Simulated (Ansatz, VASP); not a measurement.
One calculation of O, two programs

INCAR

```
SYSTEM = O
PREC     = Accurate       ! precision mode
ENCUT    = 520            ! plane-wave cutoff, eV
EDIFF    = 1E-8           ! SCF threshold, eV
ISMEAR   = -1             ! smearing method
SIGMA    = 0.01           ! smearing width, eV
LREAL    = .FALSE.        ! projectors in reciprocal space
LASPH    = .TRUE.         ! aspherical terms in the spheres
NELM     = 100            ! most SCF steps
ALGO     = Normal         ! electronic algorithm
ISIF     = 2              ! what is computed and relaxed
LWAVE    = .FALSE.        ! write WAVECAR
LCHARG   = .FALSE.        ! write CHGCAR
GGA      = PE             ! functional
LEFG     = .TRUE.       
NBANDS   = 13             ! bands
```

KPOINTS

```
Automatic mesh
0
G
  11 11 8
  0 0 0
```

Contents of POSCAR:

```
O
1.0
    2.7015000000     -1.7145000000      0.0000000000
    2.7015000000      1.7145000000      0.0000000000
   -1.9649900000      0.0000000000      3.7479900000
O
2
Direct
    0.0640000000      0.0640000000      0.1530000000
    0.9360000000      0.9360000000      0.8470000000
```

Input for Ansatz:

```yaml
crystal:
  lattice:
    - [2.7015, -1.7145, 0.0]
    - [2.7015, 1.7145, 0.0]
    - [-1.96499, 0.0, 3.74799]
  atoms:
    - { symbol: O, position: [0.064, 0.064, 0.153] }
    - { symbol: O, position: [0.936, 0.936, 0.847] }
kpoints:
  mp_grid: { grid: [11, 11, 8] }
  band_path:
    path:
      - [0.0, 0.0, 0.0]
      - [-0.3783719655, 0.3783719655, 0.0]
      - [-0.6216280345, -0.3783719655, 0.0]
      - [-0.5, -0.5, 0.0]
      - [0.0, 0.0, 0.0]
      - [-0.5, -0.5, 0.5]
      - [-0.697731338, -0.302268662, 0.5]
      - [-0.302268662, 0.302268662, 0.5]
      - [0.0, 0.0, 0.5]
    npoints: 14
scf:
  occupations: { method: fermi_dirac, width: 0.01 }
hamiltonian:
  xc: pbe
  pseudopotentials: { kind: paw }
output:
  forces: true
  stress: true
  eigenvalues: true
  efg: { contact_densities: true }
  populations: true
  bader: true
  dos: { projected: true, de: 0.2, e_range: [-14, 8] }
  write_density: true
  write_potential: true
  elf: true
  volumetric_format: npy
```

Alike in both runs: task electric field gradients; functional PBE; k mesh 11 × 11 × 8; occupations fermi-dirac, width 0.01 eV; no spin polarisation.

|  | VASP | Ansatz |
| --- | --- | --- |
| version | VASP 6.6.1 | Ansatz 0.2.0 |
| potentials or method | VASP PAW PBE potentials, release 64 (O) | PAW with Ansatz's default frozen-core files, scalar-relativistic |
| plane-wave cutoff (eV) | 520 | 420 |
| valence electrons in the cell | 12 | 12 |

```tsv
	VASP	Ansatz	Ansatz less VASP
pressure (GPa)	11.0	7.4	-3.66
traceless stress, the component that is largest in VASP (GPa)	30.94	23.14	-7.799
rms of the force components (eV/Å)	4.618	3.318	-1.3006
size of Vzz on the site where it differs most (V/Å²)	114.3	113.7	-0.55
```

Atom by atom the forces differ by 1.301 eV/Å (rms over components). The functional is the same, so the differences come from potentials, cutoffs and numerics.

Noted on VASP's run: the standard files for N, O and F lose accuracy on very short bonds; spin is off for a triplet molecule.
